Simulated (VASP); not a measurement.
A run of VASP 6.6.1:

INCAR

```
SYSTEM = C
ALGO = Normal
EDIFF = 1E-6
ENCUT = 1300
GGA = CA
GGA_COMPAT = .False.
ISIF = 2
ISMEAR = 0
LASPH = .True.
LCHARG = .False.
LREAL = .False.
LWAVE = .False.
NBANDS = 11
NELM = 120
PREC = Accurate
SIGMA = 0.05
```

File KPOINTS:

```
k-points
0
Gamma
  12 12 12
  0 0 0
```

Contents of POSCAR:

```
C
1.0
    0.0000000000      1.9026172899      1.8893740141
    1.5053190159      0.0000000000      1.8893740141
    1.5053190159      1.9026172899      0.0000000000
C
2
Direct
    0.5000000000      0.5000000000      0.5000000000
    0.7500000000      0.7500000000      0.7500000000
```

Potentials or basis: VASP PAW LDA potentials, release 64 (C_h).

Launch:

```console
$ cat potpaw_LDA.64/C_h/POTCAR > POTCAR
$ mpirun -np 1 vasp_std > vasp.out
```

Hardware: 1 thread of Intel(R) Xeon(R) 6975P-C (Granite Rapids) (shared host).

Question: How long does it take, and how much memory?

Answer: Run time: 29 s on 1 thread of Intel(R) Xeon(R) 6975P-C (Granite Rapids), with other jobs on the host, peak memory 0.21 GiB. Counts: scf iterations 10, k points 280.
